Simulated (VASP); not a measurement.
# Ta (P-1) in VASP: notebook

The runs below take Ta through single point, with PBE.

Program: VASP 6.6.1. These are calculated values, not measurements. Logs are shortened: lines on timing, memory, paths and dates and some standing lists are left out, and cuts for length are marked.

## Step 1: The cell of the first run

The typed cell holds 1 atom: a = 2.880 Å, b = 2.857 Å, c = 2.904 Å, α = 109.11°, β = 110.62°, γ = 109.01°.

## Step 2: Single point, PBE

File INCAR:

```
SYSTEM = Ta
PREC     = Accurate       ! precision mode
ENCUT    = 500            ! plane-wave cutoff, eV
EDIFF    = 1E-6           ! SCF threshold, eV
ISMEAR   = -1             ! smearing method
SIGMA    = 0.1            ! smearing width, eV
LREAL    = .FALSE.        ! projectors in reciprocal space
LASPH    = .TRUE.         ! aspherical terms in the spheres
NELM     = 120            ! most SCF steps
ALGO     = Normal         ! electronic algorithm
ISIF     = 2              ! what is computed and relaxed
LWAVE    = .FALSE.        ! write WAVECAR
LCHARG   = .TRUE.         ! write CHGCAR
GGA      = PE             ! functional
LELF     = .TRUE.         ! ELF
LVHAR    = .TRUE.       
NBANDS   = 12             ! bands
GGA_COMPAT= .FALSE.
```

File KPOINTS:

```
Automatic mesh
0
G
  8 8 8
  0 0 0
```

File POSCAR:

```
Ta
1.0
   -1.6770500000      1.6356600000      1.6754100000
    1.6503100000     -1.6427100000      1.6557200000
    1.6909400000      1.6566000000     -1.6824600000
Ta
1
Direct
    0.0000000000      0.0000000000      0.0000000000
```

Potentials or basis: VASP PAW PBE potentials, release 64 (Ta_pv).

On the command line:

```
> cat potpaw_PBE.64/Ta_pv/POTCAR > POTCAR
> mpirun -np 1 vasp_std > vasp.out
```

OUTCAR:

```text
SYSTEM = Ta
   PREC = Accurate
   ENCUT = 500
   EDIFF = 1E-6
   ISMEAR = -1
   LREAL = .FALSE.
   LASPH = .TRUE.
   NELM = 120
   ISIF = 2
   GGA = PE

 ion  position               nearest neighbor table
   1  0.000  0.000  0.000-

  LATTYP: Found a triclinic cell.
 ALAT       =     4.7104919070
 B/A-ratio  =     0.6082339466
 C/A-ratio  =     0.9964289540
 COS(alpha) =     0.0004785959
 COS(beta)  =     0.5046306657
 COS(gamma) =     0.8136946475

  Lattice vectors:

 A1 = (  -3.3551400000,  -3.3061500000,   0.0337900000)
 A2 = (  -1.6642000000,  -1.6495500000,  -1.6486700000)
 A3 = (  -0.0406300000,  -3.2993100000,   3.3381800000)

Analysis of symmetry for initial positions (statically):
=====================================================================
 Subroutine PRICEL returns:
 Original cell was already a primitive cell.

 Routine SETGRP: Setting up the symmetry group for a
 triclinic supercell.

 Subroutine GETGRP returns: Found  2 space group operations
 (whereof  2 operations were pure point group operations)
 out of a pool of  2 trial point group operations.

The static configuration has the point symmetry S_2 .

Analysis of symmetry for dynamics (positions and initial velocities):
=====================================================================
 Subroutine PRICEL returns:
 Original cell was already a primitive cell.

 Routine SETGRP: Setting up the symmetry group for a
 triclinic supercell.

 Subroutine GETGRP returns: Found  2 space group operations
 (whereof  2 operations were pure point group operations)
 out of a pool of  2 trial point group operations.

The dynamic configuration has the point symmetry S_2 .

 Subroutine INISYM returns: Found  2 space group operations
 (whereof  2 operations are pure point group operations),
 and found     1 'primitive' translations

----------------------------------------------------------------------------------------

                                     Primitive cell

  volume of cell :      18.3201

  direct lattice vectors                    reciprocal lattice vectors
    -1.677050000  1.635660000  1.675410000     0.001142360  0.304382138  0.300851795
     1.650310000 -1.642710000  1.655720000     0.301713644 -0.000624901  0.302619056
     1.690940000  1.656600000 -1.682460000     0.298055963  0.302491718  0.003032780

  length of vectors
     2.880083160  2.857171321  2.904182035     0.427973824  0.427328687  0.424673751
[... 85 lines left out ...]
   ISIF   =      2    stress and relaxation
   ISYM   =      2    0-nonsym 1-usesym 2-fastsym
   POTIM  = 0.5000    time-step for ionic-motion
   TEBEG  =    0.0;   TEEND  =   0.0 temperature during run
   PSTRESS=    0.0 pullay stress
   NELECT =      11.0000    total number of electrons
   NUPDOWN=      -1.0000    fix difference up-down
   EMIN   =  10.00;   EMAX   =-10.00  energy-range for DOS
   EFERMI =   0.00;   METHOD = LEGACY
   ISMEAR =    -1;   SIGMA  =   0.10  broadening in eV -4-tet -1-fermi 0-gaus
   EFERMI_NEDOS =   21; number of points for ismear=-14 and -15
   IALGO  =     38    algorithm
   IMIX   =      4    mixing-type and parameters
     AMIX     =   0.40;   BMIX     =  1.00
     AMIX_MAG =   1.60;   BMIX_MAG =  1.00
  volume/ion in A,a.u.               =      18.32       123.63
  Fermi-wavevector in a.u.,A,eV,Ry     =   1.381115  2.609930 25.952838  1.907480
  Thomas-Fermi vector in A             =   2.505930
   LORBIT       =      0    0 simple, 1 ext, 2 COOP (PROOUT), +10 PAW based schemes
   GGA     = PE    functional components
   LHFCALC =     F    Hartree Fock is set to
   AEXX    =    0.0000 exact exchange contribution
   IVDW    =     0    specifies the selected vdW correction
   LEPSILON=     F    determine dielectric tensor
   LRPA    =     F    only Hartree local field effects (RPA)
 non-spin polarized calculation
  energy-cutoff  :      500.00
  volume of cell :       18.32
 maximum number of plane-waves:       476
 NGX is ok and might be reduce to    24
   NGX = 11   NGY = 11   NGZ = 11

 number of electron      11.0000001 magnetization

 Free energy of the ion-electron system (eV)
  ---------------------------------------------------
  ext. energy  EPLUGINS =         0.00000000
  ---------------------------------------------------
  free energy    TOTEN  =       -11.84767073 eV

  energy without entropy =      -11.80959784  energy(sigma->0) =      -11.82863428

 E-fermi :   5.3917     XC(G=0): -12.5266

 val. band max:        5.3857750683   @ k =  -0.2500  -0.1250   0.1250
 cond. band min:       5.4158276130   @ k =   0.2500  -0.2500   0.1250
 fundamental gap:      0.0300525446
 Fermi energy:         5.3916821463

 k-point     1 :       0.0000    0.0000    0.0000
  band No.  band energies     occupation
      1     -27.7915      2.00000
      2     -27.7554      2.00000
      3     -27.7370      2.00000
      4      -2.5016      2.00000
      5       5.9598      0.00680
      6       6.0286      0.00342
      7       6.3007      0.00023
      8       9.2028      0.00000
      9       9.4277      0.00000
     10      20.0475      0.00000
     11      20.3046      0.00000
     12      20.4911      0.00000
[... 331 lines left out ...]
 k-point    24 :       0.2500    0.3750   -0.0000
  band No.  band energies     occupation
      1     -28.6803      2.00000
      2     -28.3726      2.00000
      3     -27.9240      2.00000
      4       2.6717      2.00000
      5       4.0832      2.00000
      6       4.9488      1.97643
      7       9.1648      0.00000
      8      10.0733      0.00000
      9      14.5959      0.00000
     10      15.6605      0.00000
     11      18.6769      0.00000
     12      20.0322      0.00000

 [... further k-points ...]

------------------------ aborting loop because EDIFF is reached ----------------------------------------

  FORCE on cell =-STRESS in cart. coord.  units (eV):
  Direction    XX          YY          ZZ          XY          YZ          ZX
  --------------------------------------------------------------------------------------
  -------------------------------------------------------------------------------------
  Total       -0.2508138     -0.0707954     -0.2146823     -0.0796029      0.0414041      0.1483259
  in kB      -21.9348561     -6.1913938    -18.7749875     -6.9616507      3.6209831     12.9718046
  external PRESSURE =     -15.6337458 kB  Pullay stress =       0.0000000 kB

 VOLUME and BASIS-vectors are now :
 -----------------------------------------------------------------------------
  energy-cutoff  :      500.00
  volume of cell :       18.32
      direct lattice vectors                 reciprocal lattice vectors
    -1.677050000  1.635660000  1.675410000     0.001142360  0.304382138  0.300851795
     1.650310000 -1.642710000  1.655720000     0.301713644 -0.000624901  0.302619056
     1.690940000  1.656600000 -1.682460000     0.298055963  0.302491718  0.003032780

 POSITION                                       TOTAL-FORCE (eV/Angst)
 -----------------------------------------------------------------------------------
      0.00000      0.00000      0.00000        -0.000000      0.000000      0.000000
 -----------------------------------------------------------------------------------
    total drift:                                0.000000     -0.000000      0.000000

  FREE ENERGIE OF THE ION-ELECTRON SYSTEM (eV)
  ---------------------------------------------------
  free  energy   TOTEN  =       -11.8476707286 eV

  energy  without entropy=      -11.8095978359  energy(sigma->0) =      -11.82863428
```

OSZICAR:

```text
N       E                     dE             d eps       ncg     rms          rms(c)
DAV:   1     0.593741162930E+02    0.59374E+02   -0.59783E+03  6248   0.848E+02
DAV:   2    -0.113538784783E+02   -0.70728E+02   -0.69051E+02  6924   0.240E+02
DAV:   3    -0.123027484787E+02   -0.94887E+00   -0.93903E+00  7480   0.266E+01
DAV:   4    -0.123052273336E+02   -0.24789E-02   -0.24784E-02  6956   0.151E+00
DAV:   5    -0.123052360105E+02   -0.86769E-05   -0.86770E-05  7444   0.846E-02    0.131E+01
DAV:   6    -0.119509265194E+02    0.35431E+00   -0.28951E-01  7340   0.579E+00    0.638E+00
DAV:   7    -0.118483400937E+02    0.10259E+00   -0.25478E-01  7148   0.502E+00    0.401E-01
DAV:   8    -0.118477069369E+02    0.63316E-03   -0.86674E-03  6824   0.718E-01    0.896E-02
DAV:   9    -0.118476768844E+02    0.30053E-04   -0.10595E-04  7320   0.110E-01    0.263E-02
DAV:  10    -0.118476712793E+02    0.56051E-05   -0.34233E-06  7000   0.182E-02    0.354E-03
DAV:  11    -0.118476707286E+02    0.55067E-06   -0.20747E-07  4044   0.444E-03
   1 F= -.11847671E+02 E0= -.11828634E+02  d E =-.380729E-01
```

stdout:

```text
POSCAR found type information on POSCAR Ta
 POSCAR found :  1 types and       1 ions
 scaLAPACK will be used
 LDA part: xc-table for (Slater+PW92), standard interpolation
 POSCAR, INCAR and KPOINTS ok, starting setup
 FFT: planning ... GRIDC
 FFT: planning ... GRID_SOFT
 FFT: planning ... GRID
 WAVECAR not read
 entering main loop
```

Wall time 50 s (1 thread of Intel Xeon 8259CL, shared host); peak memory 0.18 GiB.

Results:

| Quantity | Value |
| --- | --- |
| Free energy | -11.8477 eV |
| Pressure | -1.6 GPa |
| Band gap on the k mesh | zero (an odd number of electrons rules out a gap without spin polarisation) |

Caveat: spin-orbit coupling is left out, which moves the levels of the heavy elements.

## Step 3: Single point, PBE

This run uses another cell than the first one, of 18.23 Å³/atom.

File INCAR:

```
PREC = Accurate
ENCUT = 500
EDIFF = 1E-6
ISMEAR = -1
SIGMA = 0.1
LREAL = False
LASPH = True
NELM = 120
ALGO = Normal
ISIF = 2
LWAVE = False
LCHARG = False
GGA = PE
NBANDS = 12
GGA_COMPAT = False
```

File KPOINTS:

```
regular mesh
0
Gamma
  8 8 8
```

File POSCAR:

```
Ta
1.0
   -1.6742502452      1.6329293438      1.6726129831
    1.6475548864     -1.6399675742      1.6529558546
    1.6881170565      1.6538343855     -1.6796512135
Ta
1
Direct
    0.0000000000      0.0000000000      0.0000000000
```

Potentials or basis: VASP PAW PBE potentials, release 64 (Ta_pv).

On the command line:

```
> cat potpaw_PBE.64/Ta_pv/POTCAR > POTCAR
> mpirun -np 1 vasp_std > vasp.out
```

It took 50 s on 1 thread of Intel Xeon 8259CL, shared host; peak memory 0.18 GiB.

Results (log left out):

* Free energy: -11.8482 eV
* Pressure: -0.6 GPa
* Band gap on the k mesh: zero (an odd number of electrons rules out a gap without spin polarisation)

Stress tensor (GPa, compression positive):
```
-1.26 -0.72  1.34
-0.72  0.37  0.37
 1.34  0.37 -0.93
```

Levels at points of the mesh, in eV from the Fermi level:
| k point | band 3 | band 4 | band 5 | band 6 | band 7 | band 8 | band 9 | band 10 |
| --- | --- | --- | --- | --- | --- | --- | --- | --- |
| (0.00, 0.00, 0.00) | -33.11 | -7.91 | 0.57 | 0.64 | 0.91 | 3.83 | 4.06 | 14.68 |
| (0.50, 0.00, 0.00) | -33.14 | -4.35 | -1.61 | 1.57 | 3.88 | 4.86 | 7.70 | 11.60 |
| (0.00, 0.50, 0.00) | -33.15 | -4.35 | -1.39 | 1.55 | 3.56 | 4.62 | 7.74 | 11.65 |
| (0.50, 0.50, 0.00) | -33.15 | -4.35 | -1.56 | 1.58 | 3.79 | 4.81 | 7.72 | 11.64 |
| (0.00, 0.00, 0.50) | -33.13 | -4.37 | -1.59 | 1.45 | 3.90 | 4.93 | 7.60 | 11.44 |
| (0.50, 0.00, 0.50) | -33.11 | -4.39 | -1.46 | 1.31 | 3.77 | 4.88 | 7.53 | 11.26 |
| (0.00, 0.50, 0.50) | -33.14 | -4.36 | -1.62 | 1.51 | 3.93 | 4.92 | 7.63 | 11.52 |
| (0.50, 0.50, 0.50) | -33.89 | -3.79 | -3.75 | 6.49 | 6.78 | 6.88 | 8.30 | 8.49 |

Caveat: spin-orbit coupling is left out, which moves the levels of the heavy elements.

## Step 4: Single point, PBE

This run uses another cell than the first one, of 18.41 Å³/atom.

File INCAR:

```
SYSTEM = Ta
  PREC = Accurate
  ENCUT = 500
  EDIFF = 1E-6
  ISMEAR = -1
  SIGMA = 0.1
  LREAL = .FALSE.
  LASPH = .TRUE.
  NELM = 120
  ALGO = Normal
  ISIF = 2
  LWAVE = .FALSE.
  LCHARG = .FALSE.
  GGA = PE
  NBANDS = 12
  GGA_COMPAT = .FALSE.
```

File KPOINTS:

```
Automatic mesh
0
G
  8 8 8
  0 0 0
```

File POSCAR:

```
Ta
1.0
   -1.6798404378      1.6383815691      1.6781977090
    1.6530559452     -1.6454432995      1.6584749468
    1.6937535493      1.6593564111     -1.6852594394
Ta
1
Direct
    0.0000000000      0.0000000000      0.0000000000
```

On the command line:

```
> cat potpaw_PBE.64/Ta_pv/POTCAR > POTCAR
> mpirun -np 1 vasp_std > vasp.out
```

Run time: 57 s. Hardware: 1 thread of Intel Xeon 8259CL, shared host; peak memory 0.18 GiB.

It converged, with:

```yaml
Free_energy: -11.8466 eV
Pressure: -2.5 GPa
Band_gap_on_the_k_mesh: zero (an odd number of electrons rules out a gap without spin polarisation)
```

Stress tensor (GPa, compression positive):
```
-3.11 -0.67  1.25
-0.67 -1.58  0.35
 1.25  0.35 -2.80
```

Levels at points of the mesh, in eV from the Fermi level:
| k point | band 3 | band 4 | band 5 | band 6 | band 7 | band 8 | band 9 | band 10 |
| --- | --- | --- | --- | --- | --- | --- | --- | --- |
| (0.00, 0.00, 0.00) | -33.15 | -7.88 | 0.57 | 0.64 | 0.91 | 3.79 | 4.02 | 14.63 |
| (0.50, 0.00, 0.00) | -33.19 | -4.31 | -1.58 | 1.52 | 3.83 | 4.80 | 7.60 | 11.44 |
| (0.00, 0.50, 0.00) | -33.19 | -4.31 | -1.36 | 1.51 | 3.52 | 4.57 | 7.64 | 11.49 |
| (0.50, 0.50, 0.00) | -33.19 | -4.31 | -1.53 | 1.53 | 3.75 | 4.75 | 7.62 | 11.47 |
| (0.00, 0.00, 0.50) | -33.17 | -4.33 | -1.57 | 1.41 | 3.86 | 4.87 | 7.50 | 11.28 |
| (0.50, 0.00, 0.50) | -33.16 | -4.35 | -1.43 | 1.26 | 3.73 | 4.82 | 7.43 | 11.10 |
| (0.00, 0.50, 0.50) | -33.18 | -4.32 | -1.59 | 1.46 | 3.88 | 4.86 | 7.53 | 11.35 |
| (0.50, 0.50, 0.50) | -33.91 | -3.73 | -3.69 | 6.41 | 6.69 | 6.79 | 8.21 | 8.40 |

Caveat: spin-orbit coupling is left out, which moves the levels of the heavy elements.

## Step 5: Overview

| cell | gap on the mesh (eV) | pressure (GPa) |
| --- | --- | --- |
| a = 2.880, b = 2.857, c = 2.904 Å, angles 109.1, 110.6, 109.0°, 1 atom | none | -1.6 |
| a = 2.875, b = 2.852, c = 2.899 Å, angles 109.1, 110.6, 109.0°, 1 atom | none | -0.6 |
| a = 2.885, b = 2.862, c = 2.909 Å, angles 109.1, 110.6, 109.0°, 1 atom | none | -2.5 |

Alike in all rows: task single point; level PBE; potentials or basis VASP PAW PBE potentials, release 64 (Ta_pv); no spin polarisation; k mesh 8 × 8 × 8; cutoff (eV) 500; smearing fermi-dirac 0.1 eV.

Caveats: spin-orbit coupling is left out, which moves the levels of the heavy elements.

Absolute energies hang on the potentials; compare differences alone.
